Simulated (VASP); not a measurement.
A run of VASP 6.6.1:

INCAR

```
SYSTEM = RbBr
PREC = Accurate
ENCUT = 500
EDIFF = 1E-6
ISMEAR = 0
SIGMA = 0.15
LREAL = .False.
LASPH = .True.
NELM = 120
ALGO = Normal
ISIF = 2
LWAVE = .False.
LCHARG = .False.
GGA = PE
NBANDS = 15
GGA_COMPAT = .False.
```

Contents of KPOINTS:

```
regular mesh
0
Gamma
  4 4 4
  0 0 0
```

File POSCAR:

```
RbBr
1.0
   -2.4902775988      3.4867422326      2.4786121261
    2.4902775988     -3.4867422326      2.4786121261
    2.4902775988      3.4867422326     -2.4786121261
Rb Br
1 1
Direct
    0.5000000000      0.5000000000      0.0000000000
    0.0000000000      0.5000000000      0.5000000000
```

Potentials or basis: VASP PAW PBE potentials, release 64 (Rb_sv, Br).

Command:

```console
$ cat potpaw_PBE.64/Rb_sv/POTCAR potpaw_PBE.64/Br/POTCAR > POTCAR
$ mpirun -np 1 vasp_std > vasp.out
```

Hardware: 1 thread of Intel Xeon 8259CL, on a shared host.

Estimate the wall time of this run.

Run time: 24 s on 1 thread of Intel Xeon 8259CL (shared host), peak memory 0.21 GiB. Counts: scf iterations 13, k points 18.
